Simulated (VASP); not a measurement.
# In (Pm-3m) in VASP: notebook

Runs on In. Level: PBE. Tasks: single point, relaxation of cell and atoms.

Program: VASP 6.6.1. These are calculated values, not measurements. Logs are shortened: lines on timing, memory, paths and dates and some standing lists are left out, and cuts for length are marked.

## Step 1: The cell of the first run

Symmetry: Pm-3m, No. 221, cubic system. Conventional cell: a = 3.089 Å, b = 3.089 Å, c = 3.089 Å, α = 90.00°, β = 90.00°, γ = 90.00°. Within 4.1 Å of In (site symmetry m-3m) lie 6 In at 3.09 Å.

This isn't the form of In at room conditions, which is tetragonal.

## Step 2: Single point, PBE (29.46 Å³/atom)

Contents of INCAR:

```
SYSTEM = In
ALGO = Normal
EDIFF = 1E-6
ENCUT = 500
GGA = PE
GGA_COMPAT = .FALSE.
ISIF = 2
ISMEAR = -1
LASPH = .TRUE.
LCHARG = .FALSE.
LREAL = .FALSE.
LWAVE = .FALSE.
NBANDS = 12
NELM = 120
PREC = Accurate
SIGMA = 0.05
```

Contents of KPOINTS:

```
k-points
0
G
  12 12 12
  0 0 0
```

Contents of POSCAR:

```
In
1.0
    3.0885281575      0.0000000000      0.0000000000
    0.0000000000      3.0885281575      0.0000000000
    0.0000000000      0.0000000000      3.0885281575
In
1
Direct
    0.0000000000      0.0000000000      0.0000000000
```

Potentials or basis: VASP PAW PBE potentials, release 64 (In_d).

Started as:

```
cat potpaw_PBE.64/In_d/POTCAR > POTCAR
mpirun -np 1 vasp_std > vasp.out
```

OUTCAR:

```text
SYSTEM = In
   EDIFF = 1E-6
   ENCUT = 500
   GGA = PE
   ISIF = 2
   ISMEAR = -1
   LASPH = .TRUE.
   LREAL = .FALSE.
   NELM = 120
   PREC = Accurate

 ion  position               nearest neighbor table
   1  0.000  0.000  0.000-

  LATTYP: Found a simple cubic cell.
 ALAT       =     3.0885281575

  Lattice vectors:

 A1 = (   3.0885281575,   0.0000000000,   0.0000000000)
 A2 = (   0.0000000000,   3.0885281575,   0.0000000000)
 A3 = (   0.0000000000,   0.0000000000,   3.0885281575)

Analysis of symmetry for initial positions (statically):
=====================================================================
 Subroutine PRICEL returns:
 Original cell was already a primitive cell.

 Routine SETGRP: Setting up the symmetry group for a
 simple cubic supercell.

 Subroutine GETGRP returns: Found 48 space group operations
 (whereof 48 operations were pure point group operations)
 out of a pool of 48 trial point group operations.

The static configuration has the point symmetry O_h .

Analysis of symmetry for dynamics (positions and initial velocities):
=====================================================================
 Subroutine PRICEL returns:
 Original cell was already a primitive cell.

 Routine SETGRP: Setting up the symmetry group for a
 simple cubic supercell.

 Subroutine GETGRP returns: Found 48 space group operations
 (whereof 48 operations were pure point group operations)
 out of a pool of 48 trial point group operations.

The dynamic configuration has the point symmetry O_h .

 Subroutine INISYM returns: Found 48 space group operations
 (whereof 48 operations are pure point group operations),
 and found     1 'primitive' translations

----------------------------------------------------------------------------------------

                                     Primitive cell

  volume of cell :      29.4615

  direct lattice vectors                    reciprocal lattice vectors
     3.088528157  0.000000000  0.000000000     0.323778819  0.000000000  0.000000000
     0.000000000  3.088528157  0.000000000     0.000000000  0.323778819  0.000000000
     0.000000000  0.000000000  3.088528157     0.000000000  0.000000000  0.323778819

  length of vectors
     3.088528157  3.088528157  3.088528157     0.323778819  0.323778819  0.323778819

  position of ions in fractional coordinates (direct lattice)
     0.000000000  0.000000000  0.000000000
[... 81 lines left out ...]
   NFREE  =      0    steps in history (QN), initial steepest desc. (CG)
   ISIF   =      2    stress and relaxation
   ISYM   =      2    0-nonsym 1-usesym 2-fastsym
   POTIM  = 0.5000    time-step for ionic-motion
   TEBEG  =    0.0;   TEEND  =   0.0 temperature during run
   PSTRESS=    0.0 pullay stress
   NELECT =      13.0000    total number of electrons
   NUPDOWN=      -1.0000    fix difference up-down
   EMIN   =  10.00;   EMAX   =-10.00  energy-range for DOS
   EFERMI =   0.00;   METHOD = LEGACY
   ISMEAR =    -1;   SIGMA  =   0.05  broadening in eV -4-tet -1-fermi 0-gaus
   EFERMI_NEDOS =   21; number of points for ismear=-14 and -15
   IALGO  =     38    algorithm
   IMIX   =      4    mixing-type and parameters
     AMIX     =   0.40;   BMIX     =  1.00
     AMIX_MAG =   1.60;   BMIX_MAG =  1.00
  volume/ion in A,a.u.               =      29.46       198.82
  Fermi-wavevector in a.u.,A,eV,Ry     =   1.246343  2.355248 21.134907  1.553372
  Thomas-Fermi vector in A             =   2.380525
   LORBIT       =      0    0 simple, 1 ext, 2 COOP (PROOUT), +10 PAW based schemes
   GGA     = PE    functional components
   LHFCALC =     F    Hartree Fock is set to
   AEXX    =    0.0000 exact exchange contribution
   IVDW    =     0    specifies the selected vdW correction
   LEPSILON=     F    determine dielectric tensor
   LRPA    =     F    only Hartree local field effects (RPA)
 non-spin polarized calculation
  energy-cutoff  :      500.00
  volume of cell :       29.46
 maximum number of plane-waves:       768
 NGX is ok and might be reduce to    24
   NGX = 11   NGY = 11   NGZ = 11

 number of electron      12.9999984 magnetization

 Free energy of the ion-electron system (eV)
  ---------------------------------------------------
  ext. energy  EPLUGINS =         0.00000000
  ---------------------------------------------------
  free energy    TOTEN  =        -2.46622184 eV

  energy without entropy =       -2.46270726  energy(sigma->0) =       -2.46446455

 E-fermi :   6.0674     XC(G=0):  -9.6226

 val. band max:        6.0065236726   @ k =   0.5000   0.5000   0.3333
 cond. band min:       6.1733695169   @ k =   0.5000   0.4167   0.4167
 fundamental gap:      0.1668458442
 Fermi energy:         6.0674282739

 k-point     1 :       0.0000    0.0000    0.0000
  band No.  band energies     occupation
      1      -8.8223      2.00000
      2      -8.8223      2.00000
      3      -8.1703      2.00000
      4      -8.1703      2.00000
      5      -8.1703      2.00000
      6      -2.7329      2.00000
      7      13.1978      0.00000
      8      13.1978      0.00000
      9      13.1978      0.00000
     10      16.3505      0.00000
     11      16.3505      0.00000
     12      17.3870      0.00000
[... 331 lines left out ...]
 k-point    24 :       0.4167    0.3333    0.0000
  band No.  band energies     occupation
      1      -8.6063      2.00000
      2      -8.5414      2.00000
      3      -8.3194      2.00000
      4      -8.2844      2.00000
      5      -8.1322      2.00000
      6       1.8399      2.00000
      7       5.4072      2.00000
      8       8.0644      0.00000
      9      12.2856      0.00000
     10      17.8159      0.00000
     11      19.7086      0.00000
     12      21.5027      0.00000

 [... further k-points ...]

------------------------ aborting loop because EDIFF is reached ----------------------------------------

  FORCE on cell =-STRESS in cart. coord.  units (eV):
  Direction    XX          YY          ZZ          XY          YZ          ZX
  --------------------------------------------------------------------------------------
  -------------------------------------------------------------------------------------
  Total       -0.0064013     -0.0064013     -0.0064013     -0.0000000     -0.0000000      0.0000000
  in kB       -0.3481145     -0.3481145     -0.3481145     -0.0000000     -0.0000000      0.0000000
  external PRESSURE =      -0.3481145 kB  Pullay stress =       0.0000000 kB

 VOLUME and BASIS-vectors are now :
 -----------------------------------------------------------------------------
  energy-cutoff  :      500.00
  volume of cell :       29.46
      direct lattice vectors                 reciprocal lattice vectors
     3.088528157  0.000000000  0.000000000     0.323778819  0.000000000  0.000000000
     0.000000000  3.088528157  0.000000000     0.000000000  0.323778819  0.000000000
     0.000000000  0.000000000  3.088528157     0.000000000  0.000000000  0.323778819

 POSITION                                       TOTAL-FORCE (eV/Angst)
 -----------------------------------------------------------------------------------
      0.00000      0.00000      0.00000         0.000000      0.000000      0.000000
 -----------------------------------------------------------------------------------
    total drift:                                0.000000     -0.000000     -0.000000

  FREE ENERGIE OF THE ION-ELECTRON SYSTEM (eV)
  ---------------------------------------------------
  free  energy   TOTEN  =        -2.4662218412 eV

  energy  without entropy=       -2.4627072552  energy(sigma->0) =       -2.46446455
```

OSZICAR:

```text
N       E                     dE             d eps       ncg     rms          rms(c)
DAV:   1     0.775739744285E+02    0.77574E+02   -0.61189E+03  2064   0.126E+03
DAV:   2     0.129565037702E+01   -0.76278E+02   -0.74587E+02  2112   0.282E+02
DAV:   3    -0.239991512504E+01   -0.36956E+01   -0.36870E+01  2416   0.644E+01
DAV:   4    -0.248504018951E+01   -0.85125E-01   -0.85102E-01  2556   0.989E+00
DAV:   5    -0.248873720777E+01   -0.36970E-02   -0.36968E-02  2724   0.179E+00    0.223E+00
DAV:   6    -0.246882648119E+01    0.19911E-01   -0.38152E-02  2492   0.381E+00    0.110E+00
DAV:   7    -0.246620935812E+01    0.26171E-02   -0.11678E-02  2612   0.194E+00    0.248E-01
DAV:   8    -0.246620699229E+01    0.23658E-05   -0.98625E-04  2384   0.477E-01    0.282E-02
DAV:   9    -0.246621936652E+01   -0.12374E-04   -0.25277E-05  2656   0.606E-02    0.181E-02
DAV:  10    -0.246622148141E+01   -0.21149E-05   -0.32766E-06  2248   0.179E-02    0.387E-03
DAV:  11    -0.246622184123E+01   -0.35982E-06   -0.10113E-07  1292   0.427E-03
   1 F= -.24662218E+01 E0= -.24644645E+01  d E =-.351459E-02
```

stdout:

```text
POSCAR found type information on POSCAR In
 POSCAR found :  1 types and       1 ions
 scaLAPACK will be used
 LDA part: xc-table for (Slater+PW92), standard interpolation
 POSCAR, INCAR and KPOINTS ok, starting setup
 FFT: planning ... GRIDC
 FFT: planning ... GRID_SOFT
 FFT: planning ... GRID
 WAVECAR not read
 entering main loop
```

Wall time 25 s (1 thread of AMD EPYC 7R43 (Zen 3), shared host); peak memory 0.11 GiB.

Results:

```
Free energy            : -2.4662 eV
Pressure               : 0.0 GPa
Band gap on the k mesh : zero (an odd number of electrons rules out a gap without spin polarisation)
```

Caveat: spin-orbit coupling is left out, which moves the levels of the heavy elements.

## Step 3: Relaxation of cell and atoms, PBE

This run uses another cell than the first one, of 29.72 Å³/atom.

Contents of INCAR:

```
PREC = Accurate
ENCUT = 600
EDIFF = 1E-7
ISMEAR = -1
SIGMA = 0.05
LREAL = F
LASPH = T
NELM = 80
ALGO = Normal
ISIF = 3
LWAVE = F
LCHARG = F
GGA = PE
IBRION = 2
NSW = 60
EDIFFG = -0.005
```

Contents of KPOINTS:

```
Automatic mesh
0
Gamma
  12 12 12
```

Contents of POSCAR:

```
In
1.0
    3.0974033059      0.0000000000      0.0000000000
    0.0000000000      3.0974033059      0.0000000000
    0.0000000000      0.0000000000      3.0974033059
In
1
Direct
    0.0000000000      0.0000000000      0.0000000000
```

Potentials or basis: VASP PAW PBE potentials, release 64 (In_d).

Started as:

```
cat potpaw_PBE.64/In_d/POTCAR > POTCAR
mpirun -np 1 vasp_std > vasp.out
```

OUTCAR:

```text
PREC = Accurate
   ENCUT = 600
   EDIFF = 1E-7
   ISMEAR = -1
   LREAL = F
   LASPH = T
   NELM = 80
   ISIF = 3
   GGA = PE
   IBRION = 2
   NSW = 60
   EDIFFG = -0.005

 ion  position               nearest neighbor table
   1  0.000  0.000  0.000-

  LATTYP: Found a simple cubic cell.
 ALAT       =     3.0974033059

  Lattice vectors:

 A1 = (   3.0974033059,   0.0000000000,   0.0000000000)
 A2 = (   0.0000000000,   3.0974033059,   0.0000000000)
 A3 = (   0.0000000000,   0.0000000000,   3.0974033059)

Analysis of symmetry for initial positions (statically):
=====================================================================
 Subroutine PRICEL returns:
 Original cell was already a primitive cell.

 Routine SETGRP: Setting up the symmetry group for a
 simple cubic supercell.

 Subroutine GETGRP returns: Found 48 space group operations
 (whereof 48 operations were pure point group operations)
 out of a pool of 48 trial point group operations.

The static configuration has the point symmetry O_h .

Analysis of symmetry for dynamics (positions and initial velocities):
=====================================================================
 Subroutine PRICEL returns:
 Original cell was already a primitive cell.

 Routine SETGRP: Setting up the symmetry group for a
 simple cubic supercell.
[... 160 lines left out ...]
  Total       -0.0439780     -0.0439780     -0.0439780      0.0000000      0.0000000     -0.0000000
  in kB       -2.3711137     -2.3711137     -2.3711137      0.0000000      0.0000000     -0.0000000
  external PRESSURE =      -2.3711137 kB  Pullay stress =       0.0000000 kB
[... 57 lines left out ...]
--------------------------------------- Ionic step        3  -------------------------------------------

 number of electron      12.9999997 magnetization

 Free energy of the ion-electron system (eV)
  ---------------------------------------------------
  ext. energy  EPLUGINS =         0.00000000
  ---------------------------------------------------
  free energy    TOTEN  =        -2.46622415 eV

  energy without entropy =       -2.46269556  energy(sigma->0) =       -2.46445985

 E-fermi :   6.0573     XC(G=0):  -9.6180

 val. band max:        5.9923045518   @ k =   0.5000   0.5000   0.3333
 cond. band min:       6.1602535028   @ k =   0.5000   0.4167   0.4167
 fundamental gap:      0.1679489510
 Fermi energy:         6.0573025239

 k-point     1 :       0.0000    0.0000    0.0000
  band No.  band energies     occupation
      1      -8.8305      2.00000
      2      -8.8305      2.00000
      3      -8.1802      2.00000
      4      -8.1802      2.00000
      5      -8.1802      2.00000
      6      -2.7371      2.00000
      7      13.1828      0.00000
      8      13.1828      0.00000
      9      13.1828      0.00000
     10      16.3343      0.00000
[... 287 lines left out ...]
 k-point    24 :       0.4167    0.3333    0.0000
  band No.  band energies     occupation
      1      -8.6150      2.00000
      2      -8.5502      2.00000
      3      -8.3289      2.00000
      4      -8.2940      2.00000
      5      -8.1422      2.00000
      6       1.8311      2.00000
      7       5.3982      2.00000
      8       8.0518      0.00000
      9      12.2732      0.00000
     10      17.7948      0.00000

 [... further k-points ...]
[... 5 lines left out ...]
  --------------------------------------------------------------------------------------
  -------------------------------------------------------------------------------------
  Total       -0.0006319     -0.0006319     -0.0006319      0.0000000     -0.0000000      0.0000000
  in kB       -0.0343313     -0.0343313     -0.0343313      0.0000000     -0.0000000      0.0000000
  external PRESSURE =      -0.0343313 kB  Pullay stress =       0.0000000 kB
[... 16 lines left out ...]
  FREE ENERGIE OF THE ION-ELECTRON SYSTEM (eV)
  ---------------------------------------------------
  free  energy   TOTEN  =        -2.4662241511 eV

  energy  without entropy=       -2.4626955586  energy(sigma->0) =       -2.46445985

 reached required accuracy - stopping structural energy minimisation
```

OSZICAR:

```text
N       E                     dE             d eps       ncg     rms          rms(c)
DAV:   1     0.754412718188E+02    0.75441E+02   -0.70498E+03  1686   0.174E+03
DAV:   2     0.564491835766E+00   -0.74877E+02   -0.73884E+02  1688   0.302E+02
DAV:   3    -0.241650781352E+01   -0.29810E+01   -0.29587E+01  1982   0.681E+01
[... 23 lines left out ...]
DAV:   4    -0.246622291780E+01   -0.15098E-07   -0.13077E-06  1772   0.127E-02    0.112E-02
DAV:   5    -0.246622366268E+01   -0.74488E-06   -0.79228E-07  1760   0.570E-03    0.337E-03
DAV:   6    -0.246622428507E+01   -0.62238E-06   -0.17275E-07  1860   0.333E-03    0.865E-04
DAV:   7    -0.246622416179E+01    0.12328E-06   -0.82654E-09   906   0.686E-04    0.131E-04
DAV:   8    -0.246622415112E+01    0.10662E-07   -0.10790E-09   890   0.469E-04
   3 F= -.24662242E+01 E0= -.24644599E+01  d E =-.165218E-03
```

Wall time 95 s (1 thread of Intel Xeon 8259CL, shared host); peak memory 0.18 GiB.

Results:

| Item | Value |
| --- | --- |
| Free energy | -2.4662 eV |
| Relaxed volume | 29.49 Å³/atom |
| Relaxed cell | a = 3.090 Å, b = 3.090 Å, c = 3.090 Å, α = 90.00°, β = 90.00°, γ = 90.00° |
| Space group after relaxing (to 0.1 Å) | Pm-3m (No. 221) |
| Energy gained by relaxing | 0.2 meV/atom |
| Ionic steps | 3 |
| Pressure after relaxing | 0.0 GPa |
| Band gap on the k mesh | zero (an odd number of electrons rules out a gap without spin polarisation) |

Step by step:
| step | energy change (eV) | largest force (eV/Å) | pressure (GPa) | volume (Å³) |
| --- | --- | --- | --- | --- |
| 1 | 0.0000 | 0.0000 | -0.24 | 29.72 |
| 2 | -0.0002 | 0.0000 | -0.04 | 29.53 |
| 3 | -0.0002 | 0.0000 | 0.00 | 29.49 |

Final structure:
```
In
1.0
     3.08957    0.00000    0.00000
     0.00000    3.08957    0.00000
     0.00000    0.00000    3.08957
In
1
Direct
  0.00000 0.00000 0.00000
```

Levels at points of the mesh, in eV from the Fermi level:
```csv
k point,band 2,band 3,band 4,band 5,band 6,band 7,band 8,band 9,band 10
"(0.00, 0.00, 0.00)",-14.89,-14.24,-14.24,-14.24,-8.79,7.13,7.13,7.13,10.28
"(0.50, 0.00, 0.00)",-14.43,-14.42,-14.42,-14.22,-5.33,-3.21,10.05,10.05,12.59
"(0.50, 0.50, 0.00)",-14.63,-14.39,-14.39,-14.05,-1.73,-0.54,-0.54,3.90,13.38
"(0.50, 0.50, 0.50)",-14.64,-14.64,-14.04,-14.04,2.07,2.07,2.07,2.48,7.10
```

Caveat: spin-orbit coupling is left out, which moves the levels of the heavy elements.
